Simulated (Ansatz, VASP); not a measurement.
Two plane-wave programs on Rb

```
CELL_PARAMETERS angstrom
-2.68596 2.68596 2.68596
2.68596 -2.68596 2.68596
2.68596 2.68596 -2.68596
ATOMIC_POSITIONS crystal
Rb 0.00000 0.00000 0.00000
```

Alike in both runs: task single point; functional LDA; k mesh 8 × 8 × 8; occupations fermi-dirac, width 0.1 eV; no spin polarisation.

|  | VASP | Ansatz |
| --- | --- | --- |
| version | VASP 6.6.1 | Ansatz 0.2.0 |
| potentials or method | VASP PAW LDA potentials, release 64 (Rb_sv), cutoff 520 eV | plane waves (420 eV) with PAW, scalar-relativistic |
| valence electrons in the cell | 9 | 9 |

|  | VASP | Ansatz | Ansatz less VASP |
| --- | --- | --- | --- |
| pressure (GPa) | 0.0 | 0.0 | 0.00 |

Ansatz warns that its potentials were made for another functional, while VASP's fit it. LDA's correlation is that of Perdew and Zunger in VASP and of Perdew and Wang (1992) in Ansatz.
